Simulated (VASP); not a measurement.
# Sn (Fd-3m) in VASP: a series of runs, part 3 of 3

VASP 6.6.1. Earlier steps stand in the parts before.

### 5 Single point, r2SCAN

The input, POSCAR:

```
Sn
1.0
    0.0000000000      3.2840539893      3.2840539893
    3.2840539893      0.0000000000      3.2840539893
    3.2840539893      3.2840539893      0.0000000000
Sn
2
Direct
    0.5000000000      0.5000000000      0.5000000000
    0.7500000000      0.7500000000      0.7500000000
```

The input, INCAR.step1:

```
PREC = Accurate ; ENCUT = 520
ISMEAR = -1 ; SIGMA = 0.1
LREAL = F ; LASPH = T
NELM = 80 ; NBANDS = 21
GGA = PE ; ALGO = Normal
EDIFF = 1E-4 ; LWAVE = T
LCHARG = F
```

The input, INCAR.step2:

```
PREC = Accurate ; ENCUT = 520
EDIFF = 1E-6 ; ISMEAR = -1
SIGMA = 0.1 ; LREAL = F
LASPH = T ; NELM = 80
ALGO = Normal ; ISIF = 2
LWAVE = F ; LCHARG = F
METAGGA = R2SCAN ; LMIXTAU = T
NBANDS = 21 ; ISTART = 1
```

The input, KPOINTS:

```
Automatic mesh
0
Gamma
  4 4 4
```

Potentials or basis: VASP PAW PBE potentials, release 64 (Sn_d).

Run with:

```bash
cat potpaw_PBE.64/Sn_d/POTCAR > POTCAR
cp INCAR.step1 INCAR
mpirun -np 1 vasp_std > vasp.out
cp INCAR.step2 INCAR
mpirun -np 1 vasp_std > vasp.out
```

OUTCAR:

```text
PREC = Accurate
   ENCUT = 520
   EDIFF = 1E-6
   ISMEAR = -1
   LREAL = F
   LASPH = T
   NELM = 80
   ISIF = 2
   METAGGA = R2SCAN
   ISTART = 1

 ion  position               nearest neighbor table
   1  0.500  0.500  0.500-   2 2.84   2 2.84   2 2.84   2 2.84
   2  0.750  0.750  0.750-   1 2.84   1 2.84   1 2.84   1 2.84

  LATTYP: Found a face centered cubic cell.
 ALAT       =     6.5681079786

  Lattice vectors:

 A1 = (   0.0000000000,   3.2840539893,   3.2840539893)
 A2 = (   3.2840539893,   0.0000000000,   3.2840539893)
 A3 = (   3.2840539893,   3.2840539893,   0.0000000000)

Analysis of symmetry for initial positions (statically):
=====================================================================
 Subroutine PRICEL returns:
 Original cell was already a primitive cell.

 Routine SETGRP: Setting up the symmetry group for a
 face centered cubic supercell.

 Subroutine GETGRP returns: Found 48 space group operations
 (whereof 24 operations were pure point group operations)
 out of a pool of 48 trial point group operations.

The static configuration has the point symmetry T_d .
 The point group associated with its full space group is O_h .

Analysis of symmetry for dynamics (positions and initial velocities):
=====================================================================
 Subroutine PRICEL returns:
 Original cell was already a primitive cell.

 Routine SETGRP: Setting up the symmetry group for a
 face centered cubic supercell.

 Subroutine GETGRP returns: Found 48 space group operations
 (whereof 24 operations were pure point group operations)
 out of a pool of 48 trial point group operations.

The dynamic configuration has the point symmetry T_d .
 The point group associated with its full space group is O_h .

 Subroutine INISYM returns: Found 48 space group operations
 (whereof 24 operations are pure point group operations),
 and found     1 'primitive' translations

----------------------------------------------------------------------------------------

[... 92 lines left out ...]
   IALGO  =     38    algorithm
   IMIX   =      4    mixing-type and parameters
     AMIX     =   0.40;   BMIX     =  1.00
     AMIX_MAG =   1.60;   BMIX_MAG =  1.00
  volume/ion in A,a.u.               =      35.42       239.02
  Fermi-wavevector in a.u.,A,eV,Ry     =   1.201454  2.270419 19.639904  1.443492
  Thomas-Fermi vector in A             =   2.337263
   LORBIT       =      0    0 simple, 1 ext, 2 COOP (PROOUT), +10 PAW based schemes
   METAGGA = R2SCAN    functional components
   LHFCALC =     F    Hartree Fock is set to
   AEXX    =    0.0000 exact exchange contribution
   IVDW    =     0    specifies the selected vdW correction
   LEPSILON=     F    determine dielectric tensor
   LRPA    =     F    only Hartree local field effects (RPA)
 non-spin polarized calculation
  energy-cutoff  :      520.00
  volume of cell :       70.84
 maximum number of plane-waves:      1924
 NGX is ok and might be reduce to    36
   NGX = 17   NGY = 17   NGZ = 17

 number of electron      27.9999984 magnetization

 Free energy of the ion-electron system (eV)
  ---------------------------------------------------
  ext. energy  EPLUGINS =         0.00000000
  ---------------------------------------------------
  free energy    TOTEN  =       -49.31685200 eV

  energy without entropy =      -49.30236512  energy(sigma->0) =      -49.30960856

 E-fermi :   5.1654     XC(G=0):  -9.4044

 val. band max:        4.6069004225   @ k =   0.0000   0.0000   0.0000
 cond. band min:       5.2311229112   @ k =   0.0000   0.0000   0.0000
 fundamental gap:      0.6242224887
 Fermi energy:         5.1654334431

 k-point     1 :       0.0000    0.0000    0.0000
  band No.  band energies     occupation
      1     -17.0894      2.00000
      2     -17.0894      2.00000
      3     -17.0894      2.00000
      4     -17.0284      2.00000
      5     -17.0284      2.00000
      6     -16.7334      2.00000
[... 181 lines left out ...]
     20      14.5198      0.00000
     21      15.8277      0.00000

------------------------ aborting loop because EDIFF is reached ----------------------------------------

  FORCE on cell =-STRESS in cart. coord.  units (eV):
  Direction    XX          YY          ZZ          XY          YZ          ZX
  --------------------------------------------------------------------------------------
  -------------------------------------------------------------------------------------
  Total        0.2303030      0.2303030      0.2303030      0.0000000      0.0000000      0.0000000
  in kB        5.2089388      5.2089388      5.2089388      0.0000000      0.0000000      0.0000000
  external PRESSURE =       5.2089388 kB  Pullay stress =       0.0000000 kB

 VOLUME and BASIS-vectors are now :
 -----------------------------------------------------------------------------
  energy-cutoff  :      520.00
  volume of cell :       70.84
      direct lattice vectors                 reciprocal lattice vectors
     0.000000000  3.284053989  3.284053989    -0.152250847  0.152250847  0.152250847
     3.284053989  0.000000000  3.284053989     0.152250847 -0.152250847  0.152250847
     3.284053989  3.284053989  0.000000000     0.152250847  0.152250847 -0.152250847

 POSITION                                       TOTAL-FORCE (eV/Angst)
 -----------------------------------------------------------------------------------
      3.28405      3.28405      3.28405         0.000000      0.000000      0.000000
      4.92608      4.92608      4.92608        -0.000000     -0.000000     -0.000000
 -----------------------------------------------------------------------------------
    total drift:                                0.000000      0.000000      0.000000

  FREE ENERGIE OF THE ION-ELECTRON SYSTEM (eV)
  ---------------------------------------------------
  free  energy   TOTEN  =       -49.3168519963 eV

  energy  without entropy=      -49.3023651210  energy(sigma->0) =      -49.30960856
```

OSZICAR.step1:

```text
N       E                     dE             d eps       ncg     rms          rms(c)
DAV:   1     0.227031290212E+03    0.22703E+03   -0.14796E+04   336   0.192E+03
DAV:   2     0.166579402801E+02   -0.21037E+03   -0.20678E+03   341   0.442E+02
DAV:   3    -0.677357516894E+01   -0.23432E+02   -0.23307E+02   391   0.138E+02
DAV:   4    -0.753471166712E+01   -0.76114E+00   -0.76071E+00   391   0.282E+01
DAV:   5    -0.756038004612E+01   -0.25668E-01   -0.25667E-01   479   0.500E+00    0.309E+00
DAV:   6    -0.751948818251E+01    0.40892E-01   -0.25921E-02   460   0.189E+00    0.183E+00
DAV:   7    -0.750105155334E+01    0.18437E-01   -0.47842E-02   361   0.219E+00    0.168E-01
DAV:   8    -0.750346735251E+01   -0.24158E-02   -0.66174E-03   386   0.916E-01    0.461E-02
DAV:   9    -0.750384462804E+01   -0.37728E-03   -0.46690E-04   317   0.216E-01    0.178E-02
DAV:  10    -0.750388988567E+01   -0.45258E-04   -0.76599E-05   319   0.701E-02
   1 F= -.75038899E+01 E0= -.74959304E+01  d E =-.159191E-01
```

It took 1.9 min on 1 thread of AMD EPYC 7R13, shared host; peak memory 0.18 GiB.

Results:

```yaml
Free_energy: -49.3169 eV
Pressure: 0.5 GPa
Band_gap_on_the_k_mesh: zero (filled and empty bands touch)
```

Levels at points of the mesh, in eV from the Fermi level:
```csv
k point,band 11,band 12,band 13,band 14,band 15,band 16,band 17,band 18
"(0.00, 0.00, 0.00)",-10.82,-0.56,0.07,0.07,0.07,2.27,2.27,2.27
"(0.50, 0.00, 0.00)",-9.18,-6.39,-1.15,-1.15,0.12,3.40,3.40,6.00
"(0.50, 0.50, 0.00)",-7.67,-7.67,-2.50,-2.50,1.01,1.01,7.98,7.98
```

Caveat: the k points lie up to 0.41 Å⁻¹ apart; the PAW data sets were made with another functional, which shifts forces and pressure a little; spin-orbit coupling is left out, which moves the levels of the heavy elements.

### 6 Overview

```tsv
k mesh	gap on the mesh (eV)	pressure (GPa)
2 × 2 × 2	none	7.8
3 × 3 × 3	none	1.7
4 × 4 × 4	none	0.5
```

Alike in all rows: task single point; level r2SCAN; potentials or basis VASP PAW PBE potentials, release 64 (Sn_d); no spin polarisation; cell as given; cutoff (eV) 520; smearing fermi-dirac 0.1 eV.

Caveats: all runs use coarse meshes; the PAW data sets were made with another functional, which shifts forces and pressure a little; spin-orbit coupling is left out, which moves the levels of the heavy elements.

Absolute energies hang on the potentials; compare differences alone.
